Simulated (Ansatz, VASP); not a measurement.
One calculation of Zn, two programs

Contents of POSCAR:

```
Zn
1.0
    2.6187264646      0.0000000000      0.0000000000
   -1.3093632323      2.2678836439      0.0000000000
    0.0000000000      0.0000000000      4.8388970683
Zn
2
Direct
    0.3333333333      0.6666666667      0.2500000000
    0.6666666667      0.3333333333      0.7500000000
```

File INCAR.step1:

```
PREC = Accurate ; ENCUT = 520
ISMEAR = -1 ; SIGMA = 0.3
LREAL = F ; LASPH = T
NELM = 60 ; NBANDS = 19
GGA = PE ; ALGO = Normal
EDIFF = 1E-4 ; LWAVE = T
LCHARG = F
```

The input INCAR.step2:

```
PREC = Accurate ; ENCUT = 520
EDIFF = 1E-6 ; ISMEAR = -1
SIGMA = 0.3 ; LREAL = F
LASPH = T ; NELM = 60
ALGO = Normal ; ISIF = 2
LWAVE = F ; LCHARG = F
METAGGA = R2SCAN ; LMIXTAU = T
NBANDS = 19 ; ISTART = 1
```

Contents of KPOINTS:

```
regular mesh
0
Gamma
  14 14 7
```

Input for Ansatz:

```yaml
crystal:
  lattice:
    - [2.6187264646, 0.0, 0.0]
    - [-1.3093632323, 2.2678836439, 0.0]
    - [0.0, 0.0, 4.8388970683]
  atoms:
    - { symbol: Zn, position: [0.3333333333, 0.6666666667, 0.25] }
    - { symbol: Zn, position: [0.6666666667, 0.3333333333, 0.75] }
hamiltonian:
  xc: r2scan
  pseudopotentials:
    kind: paw
    azcp:
      Zn: "pseudopotentials/Zn.paw.azcp"
basis:
  ecutwfc: 500
  fft_grid_basis: typed
kpoints:
  mp_grid: { grid: [14, 14, 7], shift: [0, 0, 0] }
magnetization:
  spin_polarized: false
scf:
  occupations: { method: fermi_dirac, width: 0.3 }
  lower_state_search: "off"
output:
  stress: true
```

Alike in both runs: task single point; functional r2SCAN; k mesh 14 × 14 × 7; occupations fermi-dirac, width 0.3 eV; no spin polarisation.

```csv
,VASP,Ansatz
version,VASP 6.6.1,Ansatz 0.2.0
potentials or method,"VASP PAW PBE potentials, release 64 (Zn), cutoff 520 eV","plane waves (500 eV) with PAW, scalar-relativistic"
valence electrons in the cell,24,24
```

```tsv
	VASP	Ansatz	Ansatz less VASP
pressure (GPa)	0.9	0.4	-0.50
traceless stress, the component that is largest in VASP (GPa)	-0.36	-0.21	+0.144
```

VASP's potentials were made for PBE, not for r2SCAN. With one functional, cell and mesh, what is left measures potentials, basis and numerics.
